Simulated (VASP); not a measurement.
A run of VASP 6.6.1:

Contents of INCAR:

```
SYSTEM = Si
PREC = Accurate ; ENCUT = 520
EDIFF = 1E-7 ; ISMEAR = -1
SIGMA = 0.02 ; LREAL = .False.
LASPH = .True. ; NELM = 60
ALGO = Normal ; ISIF = 2
LWAVE = .False. ; LCHARG = .True.
GGA = PE ; LELF = .True.
LVHAR = .True. ; NBANDS = 16
```

File KPOINTS:

```
regular mesh
0
Gamma
  12 12 4
  0 0 0
```

POSCAR

```
Si
1.0
    3.8321296575      0.0000000000      0.0000000000
   -1.9160648287      3.3187216340      0.0000000000
    0.0000000000      0.0000000000      6.3412164314
Si
4
Direct
    0.3333333333      0.6666666667      0.0005609359
    0.6666666667      0.3333333333      0.5005609359
    0.3333333333      0.6666666667      0.3744390641
    0.6666666667      0.3333333333      0.8744390641
```

Potentials or basis: VASP PAW PBE potentials, release 64 (Si).

Command:

```sh
$ cat potpaw_PBE.64/Si/POTCAR > POTCAR
$ mpirun -np 1 vasp_std > vasp.out
```

Hardware: 1 thread of Intel(R) Xeon(R) 6975P-C (Granite Rapids), with other jobs on the host.

How long does it take, and how much memory?

Wall time 32 s on 1 thread of Intel(R) Xeon(R) 6975P-C (Granite Rapids) (shared host), peak memory 0.21 GiB. Counts: scf iterations 14, k points 57.
